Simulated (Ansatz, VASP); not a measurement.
# One calculation of Te, two programs

```xyz
1
Lattice="0.0000 2.4339 2.4339 2.4339 0.0000 2.4339 2.4339 2.4339 0.0000" Properties=species:S:1:pos:R:3 pbc="T T T"
Te    0.0000    0.0000    0.0000
```

Alike in both runs: functional revPBE; k mesh 11 × 11 × 11; occupations fermi-dirac, width 0.1 eV; no spin polarisation.

Ansatz relaxed the structure, and its values are those at the end. VASP's run is a single point on that final structure, the one shown.

|  | VASP | Ansatz |
| --- | --- | --- |
| version | VASP 6.6.1 | Ansatz 0.2.0 |
| potentials or method | VASP PAW PBE potentials, release 64 (Te), cutoff 520 eV | plane waves (420 eV) with PAW, scalar-relativistic |
| valence electrons in the cell | 6 | 16 |

VASP gave:

* pressure (GPa): -0.1

What did Ansatz give for the same quantities?

Pressure (GPa): 0.0.

VASP's potentials were made for PBE, not for revPBE. The functional is the same, so the differences come from potentials, cutoffs and numerics. VASP's potentials hold 6 valence electrons a cell and Ansatz's 16, so a difference there can come from the potentials and not from the codes.

Spin-orbit coupling is off throughout.
